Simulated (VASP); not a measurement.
HgTe (Coloradoite), 2 atoms in the cell. Symmetry: F-43m, No. 216, cubic system. Conventional cell: a = 6.547 Å, b = 6.547 Å, c = 6.547 Å, α = 90.00°, β = 90.00°, γ = 90.00°. Hg (site symmetry -43m) has 4 Te at 2.83 Å within 3.7 Å. Within 3.7 Å of Te (site symmetry -43m) lie 4 Hg at 2.83 Å. 

| Quantity | Value |
| --- | --- |
| Program | VASP 6.6.1 |
| Task | single point |
| Functional | PBE |
| Dispersion | D3(BJ) |
| Potentials or basis | VASP PAW PBE potentials, release 64 (Hg, Te) |
| Cutoff | 520 eV |
| k mesh | 7 × 7 × 7 |
| Occupations | fermi-dirac, width 0.05 eV |
| Spin | no spin polarisation |
| Dipole correction | no |
| Further INCAR settings | ALGO = Normal; EDIFF = 1e-06; NBANDS = 16 |

Potentials or basis: VASP PAW PBE potentials, release 64 (Hg, Te).

Command:

```sh
$ cat potpaw_PBE.64/Hg/POTCAR potpaw_PBE.64/Te/POTCAR > POTCAR
$ mpirun -np 1 vasp_std > vasp.out
```

Hardware: 1 thread of Intel(R) Xeon(R) Platinum 8259CL CPU @ 2.50GHz (Skylake/Cascade Lake), with other jobs on the host.

Q: Estimate the wall time of this run.

A: Run time: 21 s on 1 thread of Intel(R) Xeon(R) Platinum 8259CL CPU @ 2.50GHz (Skylake/Cascade Lake), with other jobs on the host, peak memory 0.21 GiB. Counts: scf iterations 13, k points 20.
